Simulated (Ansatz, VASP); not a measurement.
**Sr: VASP beside Ansatz**

```xyz
1
Lattice="-2.1914 2.1914 2.1914 2.1914 -2.1914 2.1914 2.1914 2.1914 -2.1914" Properties=species:S:1:pos:R:3 pbc="T T T"
Sr    0.0000    0.0000    0.0000
```

Alike in both runs: task single point; functional LDA; k mesh 11 × 11 × 11; occupations fermi-dirac, width 0.1 eV; no spin polarisation.

|  | VASP | Ansatz |
| --- | --- | --- |
| version | VASP 6.6.1 | Ansatz 0.2.0 |
| potentials or method | VASP PAW LDA potentials, release 64 (Sr_sv), cutoff 520 eV | plane waves (420 eV) with PAW, scalar-relativistic |
| valence electrons in the cell | 10 | 10 |

|  | VASP | Ansatz | Ansatz less VASP |
| --- | --- | --- | --- |
| pressure (GPa) | 2.2 | 2.2 | -0.01 |

Ansatz warns that its potentials were made for another functional, while VASP's fit it. LDA's correlation is that of Perdew and Zunger in VASP and of Perdew and Wang (1992) in Ansatz.
